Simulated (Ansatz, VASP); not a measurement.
## Mo3H: VASP beside Ansatz

```
CELL_PARAMETERS angstrom
4.97110 0.00000 0.00000
-2.48555 4.30510 0.00000
0.00000 0.00000 4.72105
ATOMIC_POSITIONS crystal
H 0.33333 0.66667 0.25000
H 0.66667 0.33333 0.75000
Mo 0.69230 0.69230 0.00000
Mo 0.69230 0.00000 0.50000
Mo 0.00000 0.69230 0.50000
Mo 0.30770 0.30770 0.50000
Mo 0.30770 0.00000 0.00000
Mo 0.00000 0.30770 0.00000
```

Alike in both runs: functional PBE; k mesh 4 × 4 × 4; occupations gaussian, width 0.2 eV; no spin polarisation.

Ansatz relaxed the structure, and its values are those at the end. VASP's run is a single point on that final structure, the one shown.

|  | VASP | Ansatz |
| --- | --- | --- |
| version | VASP 6.6.1 | Ansatz 0.2.0 |
| potentials or method | VASP PAW PBE potentials, release 64 (H, Mo_sv), cutoff 520 eV | scalar-relativistic, plane waves, PAW |
| valence electrons in the cell | 86 | 86 |

|  | VASP | Ansatz | Ansatz less VASP |
| --- | --- | --- | --- |
| gap on the k mesh at the Fermi level (eV) | none | none | - |
| pressure (GPa) | 0.5 | 0.1 | -0.43 |
| rms of the force components (eV/Å) | 0.024 | 0.017 | -0.0069 |

A gap of «none» marks a metal or a gap that the smearing closes.

The k mesh is coarse, so the values compare programs but aren't converged.
